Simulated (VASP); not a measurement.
# SrTa2O2 (I4/mmm) in VASP: notebook, part 2 of 2

VASP 6.6.1.

### Step 3. Single point, PBE

Input file INCAR:

```
SYSTEM = SrTa2O2
ALGO = Normal
EDIFF = 1E-6
ENCUT = 700
GGA = PE
GGA_COMPAT = .False.
ISIF = 2
ISMEAR = 0
LASPH = .True.
LCHARG = .False.
LREAL = .False.
LWAVE = .False.
NBANDS = 32
NELM = 120
PREC = Accurate
SIGMA = 0.1
```

Input file KPOINTS:

```
k-points
0
Gamma
  4 4 4
  0 0 0
```

Input file POSCAR:

```
SrTa2O2
1.0
   -3.0476625520      3.0476625520      2.8236976522
    3.0476625520     -3.0476625520      2.8236976522
    3.0476625520      3.0476625520     -2.8236976522
Sr Ta O
1 2 2
Direct
    0.0000000000      0.0000000000      0.0000000000
    0.5000000000      0.0000000000      0.5000000000
    0.0000000000      0.5000000000      0.5000000000
    0.6197094381      0.6197094381      0.0000000000
    0.3802905619      0.3802905619      0.0000000000
```

Potentials or basis: VASP PAW PBE potentials, release 64 (Sr_sv, Ta_sv_GW, O).

Command:

```
$ cat potpaw_PBE.64/Sr_sv/POTCAR potpaw_PBE.64/Ta_sv_GW/POTCAR potpaw_PBE.64/O/POTCAR > POTCAR
$ mpirun -np 1 vasp_std > vasp.out
```

OUTCAR:

```text
SYSTEM = SrTa2O2
   EDIFF = 1E-6
   ENCUT = 700
   GGA = PE
   ISIF = 2
   ISMEAR = 0
   LASPH = .True.
   LREAL = .False.
   NELM = 120
   PREC = Accurate

 ion  position               nearest neighbor table
   1  0.000  0.000  0.000-   4 2.15   5 2.15   2 3.05   3 3.05   3 3.05   2 3.05   4 3.50   5 3.50
                             3 4.15   3 4.15   3 4.15   2 4.15   2 4.15   2 4.15   2 4.15   3 4.15
   2  0.500  0.000  0.500-   3 2.82   3 2.82   1 3.05   1 3.05   1 4.15   1 4.15   1 4.15   1 4.15

   3  0.000  0.500  0.500-   2 2.82   2 2.82   1 3.05   1 3.05   1 4.15   1 4.15   1 4.15   1 4.15

   4  0.620  0.620  0.000-   5 1.35   1 2.15   1 3.50
   5  0.380  0.380  0.000-   4 1.35   1 2.15   1 3.50

  LATTYP: Found a body centered tetragonal cell.
 ALAT       =     6.0953251040
 C/A-ratio  =     0.9265125663

  Lattice vectors:

 A1 = (  -3.0476625520,   3.0476625520,   2.8236976522)
 A2 = (   3.0476625520,  -3.0476625520,   2.8236976522)
 A3 = (   3.0476625520,   3.0476625520,  -2.8236976522)

Analysis of symmetry for initial positions (statically):
[... 166 lines left out ...]
  energy without entropy =      -33.25435885  energy(sigma->0) =      -33.27230695

 E-fermi :   4.5416     XC(G=0): -10.1353

 val. band max:        4.5360154600   @ k =   0.0000   0.0000   0.0000
 cond. band min:       4.5977306855   @ k =  -0.2500  -0.2500   0.2500
 fundamental gap:      0.0617152256
 Fermi energy:         4.5416426782

 k-point     1 :       0.0000    0.0000    0.0000
  band No.  band energies     occupation
      1     -64.1847      2.00000
      2     -64.1295      2.00000
      3     -30.8492      2.00000
      4     -30.8492      2.00000
      5     -30.6836      2.00000
      6     -30.5067      2.00000
[... 444 lines left out ...]
     31       6.6876      0.00000
     32       7.5612      0.00000

------------------------ aborting loop because EDIFF is reached ----------------------------------------

  FORCE on cell =-STRESS in cart. coord.  units (eV):
  Direction    XX          YY          ZZ          XY          YZ          ZX
  --------------------------------------------------------------------------------------
  -------------------------------------------------------------------------------------
  Total       -0.1217379     -0.1217379      0.7054280      0.0000000      0.0000000      0.0000000
  in kB       -1.8591923     -1.8591923     10.7733643      0.0000000      0.0000000      0.0000000
  external PRESSURE =       2.3516599 kB  Pullay stress =       0.0000000 kB

 VOLUME and BASIS-vectors are now :
 -----------------------------------------------------------------------------
  energy-cutoff  :      700.00
  volume of cell :      104.91
      direct lattice vectors                 reciprocal lattice vectors
    -3.047662552  3.047662552  2.823697652     0.000000000  0.164060158  0.177072782
     3.047662552 -3.047662552  2.823697652     0.164060158  0.000000000  0.177072782
     3.047662552  3.047662552 -2.823697652     0.164060158  0.164060158  0.000000000

 POSITION                                       TOTAL-FORCE (eV/Angst)
 -----------------------------------------------------------------------------------
      0.00000      0.00000      0.00000         0.000000      0.000000     -0.000000
      0.00000      3.04766      0.00000         0.000000      0.000000     -0.000000
      3.04766      0.00000      0.00000         0.000000      0.000000      0.000000
      0.00000      0.00000      3.49974        -0.000000     -0.000000      0.141800
      0.00000      0.00000      2.14765        -0.000000     -0.000000     -0.141800
 -----------------------------------------------------------------------------------
    total drift:                               -0.000000     -0.000000      0.000000

  FREE ENERGIE OF THE ION-ELECTRON SYSTEM (eV)
  ---------------------------------------------------
  free  energy   TOTEN  =       -33.2902550622 eV

  energy  without entropy=      -33.2543588450  energy(sigma->0) =      -33.27230695
```

stdout:

```text
POSCAR found type information on POSCAR SrTaO
 POSCAR found :  3 types and       5 ions
 scaLAPACK will be used
 LDA part: xc-table for (Slater+PW92), standard interpolation
 POSCAR, INCAR and KPOINTS ok, starting setup
 FFT: planning ... GRIDC
 FFT: planning ... GRID_SOFT
 FFT: planning ... GRID
 WAVECAR not read
 entering main loop
```

Run time: 2.3 min. Hardware: 1 thread of AMD EPYC 7R43 (Zen 3), shared host; peak memory 0.33 GiB.

Results:

```yaml
Free_energy: -33.2903 eV
Pressure: 0.2 GPa
Largest_force: 0.142 eV/Å
Band_gap_on_the_k_mesh: zero (bands 24 and 25 overlap by 0.44 eV)
```

Forces on the atoms (eV/Å):
```
Sr   0.000  0.000  0.000
Ta   0.000  0.000  0.000
Ta   0.000  0.000  0.000
O    0.000  0.000  0.142
O    0.000  0.000 -0.142
```

Stress tensor (GPa, compression positive):
```
-0.19  0.00  0.00
 0.00 -0.19  0.00
 0.00  0.00  1.08
```

Levels at points of the mesh, in eV from the Fermi level:
| k point | band 22 | band 23 | band 24 | band 25 | band 26 | band 27 |
| --- | --- | --- | --- | --- | --- | --- |
| (0.00, 0.00, 0.00) | -1.69 | -0.74 | -0.01 | -0.01 | 0.77 | 1.45 |
| (0.50, 0.00, 0.00) | -0.46 | -0.05 | -0.02 | 0.12 | 0.14 | 0.36 |
| (0.50, 0.50, 0.00) | -0.97 | -0.63 | -0.10 | 0.39 | 0.81 | 0.90 |
| (0.50, 0.50, 0.50) | -0.66 | -0.21 | -0.16 | -0.16 | 0.07 | 0.93 |

Caveat: the k points lie up to 0.38 Å⁻¹ apart; spin-orbit coupling is left out, which moves the levels of the heavy elements.

### Step 4. Single point, PBE

This run uses another cell than the first one, of 17.21 Å³/atom.

Input file INCAR:

```
  PREC = Accurate
  ENCUT = 700
  EDIFF = 1E-6
  ISMEAR = 0
  SIGMA = 0.1
  LREAL = False
  LASPH = True
  NELM = 120
  ALGO = Normal
  ISIF = 2
  LWAVE = False
  LCHARG = True
  GGA = PE
  LELF = True
  LVHAR = True
  NBANDS = 32
  GGA_COMPAT = False
```

Input file KPOINTS:

```
Automatic mesh
0
Gamma
  4 4 4
```

Input file POSCAR:

```
SrTa2O2
1.0
   -2.7365454400      2.7365454400      2.8722197900
    2.7365454400     -2.7365454400      2.8722197900
    2.7365454400      2.7365454400     -2.8722197900
Sr Ta O
1 2 2
Direct
    0.0000000000      0.0000000000      0.0000000000
    0.5000000000      0.0000000000      0.5000000000
    0.0000000000      0.5000000000      0.5000000000
    0.6455033900      0.6455033900      0.0000000000
    0.3544966100      0.3544966100      0.0000000000
```

Command:

```
$ cat potpaw_PBE.64/Sr_sv/POTCAR potpaw_PBE.64/Ta_sv_GW/POTCAR potpaw_PBE.64/O/POTCAR > POTCAR
$ mpirun -np 1 vasp_std > vasp.out
```

It took 97 s on 1 thread of AMD EPYC 7R43 (Zen 3), shared host; peak memory 0.25 GiB.

The run converged. Its results:

```
Free energy            : -31.9018 eV
Pressure               : 9.0 GPa
Largest force          : 3.223 eV/Å
Band gap on the k mesh : zero (bands 24 and 25 overlap by 0.45 eV)
```

Forces in eV/Å, atoms in the order of the input:
```
Sr   0.000  0.000  0.000
Ta   0.000  0.000  0.000
Ta   0.000  0.000  0.000
O    0.000  0.000 -3.223
O    0.000  0.000  3.223
```

Stress tensor (GPa, compression positive):
```
 8.11  0.00  0.00
 0.00  8.11  0.00
 0.00  0.00 10.66
```

Levels at points of the mesh, in eV from the Fermi level:
```
           k point  band 22  band 23  band 24  band 25  band 26  band 27
(0.00, 0.00, 0.00)    -1.54    -1.14     0.04     0.04     0.93     2.01
(0.50, 0.00, 0.00)    -0.51    -0.47     0.03     0.07     0.09     0.25
(0.50, 0.50, 0.00)    -0.65    -0.07     0.31     0.66     1.78     1.89
(0.50, 0.50, 0.50)    -1.25    -0.88     0.05     0.05     0.43     1.60
```

Caveat: the k points lie up to 0.40 Å⁻¹ apart; spin-orbit coupling is left out, which moves the levels of the heavy elements; forces of over 1 eV/Å act on the atoms, so gaps and moduli don't describe the material at rest.

### Step 5. Summary

| task | potentials or basis | cell | k mesh | cutoff (eV) | gap on the mesh (eV) | pressure (GPa) | largest force (eV/Å) |
| --- | --- | --- | --- | --- | --- | --- | --- |
| relaxation of cell and atoms | VASP PAW PBE potentials, release 64 (Sr_sv, Ta_pv, O) | relaxed from a = 5.153 Å, angles 107.5, 107.5, 113.5°, 5 atoms, atomic positions A | 10 × 10 × 10 | 600 | none | 0.0 | - |
| single point | VASP PAW PBE potentials, release 64 (Sr_sv, Ta_sv_GW, O) | a = 5.153 Å, angles 107.5, 107.5, 113.5°, 5 atoms, atomic positions A | 4 × 4 × 4 | 700 | none | 0.2 | 0.14 |
| single point | VASP PAW PBE potentials, release 64 (Sr_sv, Ta_sv_GW, O) | a = 4.819 Å, angles 110.8, 110.8, 106.8°, 5 atoms, atomic positions B | 4 × 4 × 4 | 700 | none | 9.0 | 3.22 |

Alike in all rows: level PBE; no spin polarisation; smearing gaussian 0.1 eV.

Caveats: some runs use coarse meshes; spin-orbit coupling is left out, which moves the levels of the heavy elements; forces of over 1 eV/Å act on the atoms, so gaps and moduli don't describe the material at rest (at least some runs).

Absolute energies hang on the potentials; compare differences alone.

The gap in the log of VASP goes by the Fermi energy; the results here count the filled bands.